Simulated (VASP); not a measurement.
# MgO (P4/mmm) in VASP: notebook

The runs below take MgO through relaxation of cell and atoms, single point, with PBE.

Everything below comes from runs of VASP 6.6.1. Logs are shortened: lines on timing, memory, paths and dates and some standing lists are left out, and cuts for length are marked.

### 1 The cell of the first run

It takes space group P4/mmm (No. 123, tetragonal). Conventional cell: a = 4.657 Å, b = 4.657 Å, c = 3.603 Å, α = 90.00°, β = 90.00°, γ = 90.00°. Mg (site symmetry 4/mmm) has 2 O at 1.80 Å within 2.4 Å. O (site symmetry 4/mmm) has 2 Mg at 1.80 Å within 2.4 Å.

### 2 Relaxation of cell and atoms, PBE

Input file INCAR:

```
SYSTEM = MgO
ALGO     = Normal         ! electronic algorithm
EDIFF    = 1E-6           ! SCF threshold, eV
EDIFFG   = -0.01          ! ionic threshold
ENCUT    = 600            ! plane-wave cutoff, eV
GGA      = PE             ! functional
IBRION   = 2              ! ionic algorithm
ISIF     = 3              ! what is computed and relaxed
ISMEAR   = 0              ! smearing method
LASPH    = .True.         ! aspherical terms in the spheres
LCHARG   = .False.        ! write CHGCAR
LREAL    = .False.        ! projectors in reciprocal space
LWAVE    = .False.        ! write WAVECAR
NELM     = 80             ! most SCF steps
NSW      = 100            ! ionic steps
PREC     = Accurate       ! precision mode
SIGMA    = 0.02           ! smearing width, eV
```

Input file KPOINTS:

```
k-points
0
Gamma
  6 6 8
  0 0 0
```

Input file POSCAR:

```
MgO
1.0
    4.6567175106      0.0000000000      0.0000000000
    0.0000000000      4.6567175106      0.0000000000
    0.0000000000      0.0000000000      3.6032364820
Mg O
1 1
Direct
    0.5000000000      0.5000000000      0.0000000000
    0.5000000000      0.5000000000      0.5000000000
```

Potentials or basis: VASP PAW PBE potentials, release 64 (Mg, O).

On the command line:

```sh
$ cat potpaw_PBE.64/Mg/POTCAR potpaw_PBE.64/O/POTCAR > POTCAR
$ mpirun -np 1 vasp_std > vasp.out
```

OUTCAR:

```text
SYSTEM = MgO
   EDIFF = 1E-6
   EDIFFG = -0.01
   ENCUT = 600
   GGA = PE
   IBRION = 2
   ISIF = 3
   ISMEAR = 0
   LASPH = .True.
   LREAL = .False.
   NELM = 80
   NSW = 100
   PREC = Accurate

 ion  position               nearest neighbor table
   1  0.500  0.500  0.000-   2 1.80   2 1.80
   2  0.500  0.500  0.500-   1 1.80   1 1.80

  LATTYP: Found a simple tetragonal cell.
 ALAT       =     4.6567175106
 C/A-ratio  =     0.7737717553

  Lattice vectors:

 A1 = (   4.6567175106,   0.0000000000,   0.0000000000)
 A2 = (   0.0000000000,   4.6567175106,   0.0000000000)
 A3 = (   0.0000000000,   0.0000000000,   3.6032364820)

Analysis of symmetry for initial positions (statically):
=====================================================================
 Subroutine PRICEL returns:
 Original cell was already a primitive cell.

 Routine SETGRP: Setting up the symmetry group for a
 simple tetragonal supercell.

 Subroutine GETGRP returns: Found 16 space group operations
 (whereof 16 operations were pure point group operations)
 out of a pool of 16 trial point group operations.

The static configuration has the point symmetry D_4h.

Analysis of symmetry for dynamics (positions and initial velocities):
=====================================================================
 Subroutine PRICEL returns:
 Original cell was already a primitive cell.

 Routine SETGRP: Setting up the symmetry group for a
 simple tetragonal supercell.

 Subroutine GETGRP returns: Found 16 space group operations
 (whereof 16 operations were pure point group operations)
 out of a pool of 16 trial point group operations.

The dynamic configuration has the point symmetry D_4h.

 Subroutine INISYM returns: Found 16 space group operations
 (whereof 16 operations are pure point group operations),
 and found     1 'primitive' translations

----------------------------------------------------------------------------------------

                                     Primitive cell

  volume of cell :      78.1362

  direct lattice vectors                    reciprocal lattice vectors
     4.656717511  0.000000000  0.000000000     0.214743539  0.000000000  0.000000000
     0.000000000  4.656717511  0.000000000     0.000000000  0.214743539  0.000000000
     0.000000000  0.000000000  3.603236482     0.000000000  0.000000000  0.277528274

  length of vectors
     4.656717511  4.656717511  3.603236482     0.214743539  0.214743539  0.277528274

  position of ions in fractional coordinates (direct lattice)
     0.500000000  0.500000000  0.000000000
     0.500000000  0.500000000  0.500000000

  ion indices of the primitive-cell ions
   primitive index   ion index
                 1           1
                 2           2

----------------------------------------------------------------------------------------

 KPOINTS: k-points

Automatic generation of k-mesh.
 Grid dimensions read from file:
 generate k-points for:    6    6    8

 Generating k-lattice:

  Cartesian coordinates                     Fractional coordinates (reciprocal lattice)
     0.035790590  0.000000000  0.000000000     0.166666667  0.000000000  0.000000000
     0.000000000  0.035790590  0.000000000     0.000000000  0.166666667  0.000000000
     0.000000000  0.000000000  0.034691034     0.000000000  0.000000000  0.125000000

  Length of vectors
     0.035790590  0.035790590  0.034691034

  Shift w.r.t. Gamma in fractional coordinates (k-lattice)
     0.000000000  0.000000000  0.000000000

 Subroutine IBZKPT returns following result:
 ===========================================

 Found     50 irreducible k-points:

 Following reciprocal coordinates:
            Coordinates               Weight
  0.000000  0.000000  0.000000      1.000000
  0.166667  0.000000  0.000000      4.000000
  0.333333  0.000000  0.000000      4.000000
  0.500000  0.000000  0.000000      2.000000
  0.166667  0.166667  0.000000      4.000000
  0.333333  0.166667  0.000000      8.000000
[... 16 lines left out ...]
  0.333333  0.000000  0.250000      8.000000
  0.500000  0.000000  0.250000      4.000000
 [... further k-points ...]
   k-points           NKPTS =     50   k-points in BZ     NKDIM =     50   number of bands    NBANDS=      8
   number of dos      NEDOS =    301   number of ions     NIONS =      2
   total plane-waves  NPLWV =  48000
   dimension x,y,z NGX =    40 NGY =   40 NGZ =   30
   dimension x,y,z NGXF=    80 NGYF=   80 NGZF=   60
   ions per type =               1   1
   NGX,Y,Z   is equivalent  to a cutoff of  14.28, 14.28, 13.84 a.u.
   NGXF,Y,Z  is equivalent  to a cutoff of  28.56, 28.56, 27.68 a.u.
 SYSTEM =  MgO
   PREC   = accura    normal or accurate (medium, high low for compatibility)
   ISTART =      0    job   : 0-new  1-cont  2-samecut
   ICHARG =      2    charge: 1-file 2-atom 10-const
   ISPIN  =      1    spin polarized calculation?
   LNONCOLLINEAR =      F non collinear calculations
   LSORBIT =      F    spin-orbit coupling
   LASPH  =      T    aspherical Exc in radial PAW
   ENCUT  =  600.0 eV  44.10 Ry    6.64 a.u.   9.30  9.30  7.20*2*pi/ulx,y,z
   NELM   =     80;   NELMIN=  2; NELMDL= -5     # of ELM steps
   EDIFF  = 0.1E-05   stopping-criterion for ELM
   LREAL  =      F    real-space projection
   EDIFFG = -.1E-01   stopping-criterion for IOM
   NSW    =    100    number of steps for IOM
   IBRION =      2    ionic relax: 0-MD 1-quasi-New 2-CG
   NFREE  =      1    steps in history (QN), initial steepest desc. (CG)
   ISIF   =      3    stress and relaxation
   ISYM   =      2    0-nonsym 1-usesym 2-fastsym
   POTIM  = 0.5000    time-step for ionic-motion
   TEBEG  =    0.0;   TEEND  =   0.0 temperature during run
   PSTRESS=    0.0 pullay stress
   NELECT =       8.0000    total number of electrons
   NUPDOWN=      -1.0000    fix difference up-down
   EMIN   =  10.00;   EMAX   =-10.00  energy-range for DOS
   EFERMI =   0.00;   METHOD = LEGACY
   ISMEAR =     0;   SIGMA  =   0.02  broadening in eV -4-tet -1-fermi 0-gaus
   EFERMI_NEDOS =   21; number of points for ismear=-14 and -15
   IALGO  =     38    algorithm
   IMIX   =      4    mixing-type and parameters
     AMIX     =   0.40;   BMIX     =  1.00
     AMIX_MAG =   1.60;   BMIX_MAG =  1.00
  volume/ion in A,a.u.               =      39.07       263.64
  Fermi-wavevector in a.u.,A,eV,Ry     =   0.765868  1.447281  7.980551  0.586554
  Thomas-Fermi vector in A             =   1.866083
   LORBIT       =      0    0 simple, 1 ext, 2 COOP (PROOUT), +10 PAW based schemes
   GGA     = PE    functional components
   LHFCALC =     F    Hartree Fock is set to
   AEXX    =    0.0000 exact exchange contribution
   IVDW    =     0    specifies the selected vdW correction
   LEPSILON=     F    determine dielectric tensor
   LRPA    =     F    only Hartree local field effects (RPA)
 conjugate gradient relaxation of ions
 non-spin polarized calculation
 Gauss-broadening in eV      SIGMA  =   0.02
  energy-cutoff  :      600.00
  volume of cell :       78.14
 maximum number of plane-waves:      2634
 NGX is ok and might be reduce to    40
   NGX = 19   NGY = 19   NGZ = 15

--------------------------------------- Ionic step        1  -------------------------------------------

 number of electron       8.0000004 magnetization

 Free energy of the ion-electron system (eV)
  ---------------------------------------------------
  ext. energy  EPLUGINS =         0.00000000
  ---------------------------------------------------
  free energy    TOTEN  =        -9.26794033 eV

  energy without entropy =       -9.26794033  energy(sigma->0) =       -9.26794033

------------------------ aborting loop because EDIFF is reached ----------------------------------------

  FORCE on cell =-STRESS in cart. coord.  units (eV):
  Direction    XX          YY          ZZ          XY          YZ          ZX
  --------------------------------------------------------------------------------------
  -------------------------------------------------------------------------------------
  Total        0.0783723      0.0783723      0.0154027      0.0000000      0.0000000      0.0000000
  in kB        1.6070175      1.6070175      0.3158314      0.0000000      0.0000000      0.0000000
  external PRESSURE =       1.1766221 kB  Pullay stress =       0.0000000 kB
[... 89 lines left out ...]
  FREE ENERGIE OF THE ION-ELECTRON SYSTEM (eV)
  ---------------------------------------------------
  free  energy   TOTEN  =        -9.2689409435 eV

  energy  without entropy=       -9.2689409435  energy(sigma->0) =       -9.26894094

[... ionic steps 4 to 14 ...]

--------------------------------------- Ionic step       15  -------------------------------------------

 number of electron       8.0000004 magnetization

------------------------ aborting loop because EDIFF is reached ----------------------------------------

  FORCE on cell =-STRESS in cart. coord.  units (eV):
  Direction    XX          YY          ZZ          XY          YZ          ZX
  --------------------------------------------------------------------------------------
  -------------------------------------------------------------------------------------
  Total       -0.0084432     -0.0084432      0.4164330      0.0000000      0.0000000      0.0000000
  in kB       -0.1400490     -0.1400490      6.9074797      0.0000000      0.0000000      0.0000000
  external PRESSURE =       2.2091273 kB  Pullay stress =       0.0000000 kB
[... 57 lines left out ...]
  energy  without entropy=       -9.2768169789  energy(sigma->0) =       -9.27681698

--------------------------------------- Ionic step       17  -------------------------------------------

 number of electron       8.0000005 magnetization

 Free energy of the ion-electron system (eV)
  ---------------------------------------------------
  ext. energy  EPLUGINS =         0.00000000
  ---------------------------------------------------
  free energy    TOTEN  =        -9.27699510 eV

  energy without entropy =       -9.27699510  energy(sigma->0) =       -9.27699510

 E-fermi :  -3.4327     XC(G=0):  -4.3101

 val. band max:       -3.5810848139   @ k =   0.5000   0.0000   0.5000
 cond. band min:      -1.2821570396   @ k =   0.0000   0.0000   0.0000
 fundamental gap:      2.2989277743
 Fermi energy:        -3.4326735132

 k-point     1 :       0.0000    0.0000    0.0000
  band No.  band energies     occupation
      1     -18.5432      2.00000
      2      -4.5990      2.00000
      3      -3.8194      2.00000
      4      -3.8194      2.00000
      5      -1.2822      0.00000
      6       3.7772      0.00000
      7       4.4869      0.00000
      8       4.4869      0.00000
[... 243 lines left out ...]
 k-point    24 :       0.5000    0.0000    0.2500
  band No.  band energies     occupation
      1     -18.4162      2.00000
      2      -5.2930      2.00000
      3      -3.8875      2.00000
      4      -3.6928      2.00000
      5       0.8241      0.00000
      6       1.4790      0.00000
      7       4.9596      0.00000
      8       5.8524      0.00000

 [... further k-points ...]
[... 5 lines left out ...]
  --------------------------------------------------------------------------------------
  -------------------------------------------------------------------------------------
  Total        0.0034914      0.0034914      0.0152390      0.0000000      0.0000000      0.0000000
  in kB        0.0582340      0.0582340      0.2541778      0.0000000      0.0000000      0.0000000
  external PRESSURE =       0.1235486 kB  Pullay stress =       0.0000000 kB
[... 17 lines left out ...]
  FREE ENERGIE OF THE ION-ELECTRON SYSTEM (eV)
  ---------------------------------------------------
  free  energy   TOTEN  =        -9.2769950974 eV

  energy  without entropy=       -9.2769950974  energy(sigma->0) =       -9.27699510

 reached required accuracy - stopping structural energy minimisation
```

It took 2.8 min on 1 thread of AMD EPYC 9R45 (Zen 5), shared host; peak memory 0.21 GiB.

What came out:

- Free energy: -9.2770 eV
- Relaxed volume: 48.03 Å³/atom
- Relaxed cell: a = 5.161 Å, b = 5.161 Å, c = 3.607 Å, α = 90.00°, β = 90.00°, γ = 90.00°
- Space group after relaxing (to 0.05 Å): P4/mmm (No. 123)
- Energy gained by relaxing: 4.5 meV/atom
- Ionic steps: 17
- Pressure after relaxing: 0.0 GPa
- Band gap on the k mesh: 2.30 eV, indirect (least direct gap 2.54 eV)

The path:
| step | energy change (eV) | largest force (eV/Å) | pressure (GPa) | volume (Å³) |
| --- | --- | --- | --- | --- |
| 1 | 0.0000 | 0.0000 | 0.12 | 78.14 |
| 2 | -0.0003 | 0.0000 | 0.08 | 78.46 |
| 3 | -0.0010 | 0.0000 | -0.02 | 79.44 |
| 4 | -0.0018 | 0.0000 | -0.24 | 81.42 |
| 5 | -0.0019 | 0.0000 | -0.22 | 81.46 |
| 6 | -0.0020 | 0.0000 | -0.21 | 81.59 |
| 7 | -0.0023 | 0.0000 | -0.19 | 81.84 |
| 8 | -0.0029 | 0.0000 | -0.15 | 82.35 |
| 9 | -0.0039 | 0.0000 | -0.06 | 83.37 |
| 10 | -0.0055 | 0.0000 | 0.11 | 85.43 |
| 11 | -0.0067 | 0.0000 | 0.35 | 89.60 |
| 12 | -0.0070 | 0.0000 | 0.35 | 90.46 |
| 13 | -0.0079 | 0.0000 | 0.30 | 93.05 |
| 14 | -0.0084 | 0.0000 | 0.19 | 98.35 |
| 15 | -0.0085 | 0.0000 | 0.22 | 96.59 |
| 16 | -0.0089 | 0.0000 | 0.13 | 96.35 |
| 17 | -0.0091 | 0.0000 | 0.01 | 96.06 |

Final structure:
```cif
data_structure
_symmetry_space_group_name_H-M 'P 1'
_symmetry_Int_Tables_number 1
_cell_length_a 5.1607
_cell_length_b 5.1607
_cell_length_c 3.6067
_cell_angle_alpha 90.000
_cell_angle_beta 90.000
_cell_angle_gamma 90.000
_cell_volume 96.06
loop_
_atom_site_label
_atom_site_type_symbol
_atom_site_fract_x
_atom_site_fract_y
_atom_site_fract_z
_atom_site_occupancy
Mg1 Mg 0.50000 0.50000 0.00000 1
O1 O 0.50000 0.50000 0.50000 1
```

Levels at points of the mesh, in eV from the valence-band top:
| k point | band 2 | band 3 | band 4 | band 5 | band 6 | band 7 |
| --- | --- | --- | --- | --- | --- | --- |
| (0.00, 0.00, 0.00) | -1.02 | -0.24 | -0.24 | 2.30 | 7.36 | 8.07 |
| (0.50, 0.00, 0.00) | -1.01 | -0.48 | -0.22 | 3.44 | 4.77 | 8.90 |
| (0.50, 0.50, 0.00) | -1.01 | -0.43 | -0.43 | 4.78 | 5.71 | 5.79 |
| (0.00, 0.00, 0.50) | -2.34 | -0.01 | -0.01 | 4.93 | 6.37 | 7.77 |
| (0.50, 0.00, 0.50) | -2.30 | -0.11 | 0.00 | 5.52 | 5.93 | 8.01 |
| (0.50, 0.50, 0.50) | -2.27 | -0.10 | -0.10 | 6.08 | 6.08 | 7.10 |

Caveat: the volume moved by over 15 % at a fixed basis, so the end points are rough. A k mesh can miss the band edges.

(Part 1 of 2 ends here.)
